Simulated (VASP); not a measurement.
Input of a VASP 6.6.1 run:

File INCAR:

```
SYSTEM = Pd
PREC = Accurate
ENCUT = 630
EDIFF = 1E-6
ISMEAR = -1
SIGMA = 0.05
LREAL = .False.
LASPH = .True.
NELM = 120
ALGO = Normal
ISIF = 2
LWAVE = .False.
LCHARG = .False.
GGA = PE
NBANDS = 25
GGA_COMPAT = .False.
```

File KPOINTS:

```
Automatic mesh
0
Gamma
  16 16 16
  0 0 0
```

POSCAR

```
Pd
1.0
   -2.1708082487      2.1708082487      1.1656364151
    2.1708082487     -2.1708082487      1.1656364151
    2.1708082487      2.1708082487     -1.1656364151
Pd
2
Direct
   -0.3750000000     -0.1250000000     -0.2500000000
    0.3750000000      0.1250000000      0.2500000000
```

Potentials or basis: VASP PAW PBE potentials, release 64 (Pd_sv_GW).

The run is started by

```console
$ cat potpaw_PBE.64/Pd_sv_GW/POTCAR > POTCAR
$ mpirun -np 1 vasp_std > vasp.out
```

What does it give for the band gap on the k mesh?

Zero (bands 18 and 19 overlap by 2.36 eV).

What does it give for the pressure?

184.0 GPa.

Stress tensor (GPa, compression positive):
```
184.00   0.00   0.00
  0.00 184.00   0.00
  0.00   0.00 183.86
```

Caveat: the cell stands under pressure.
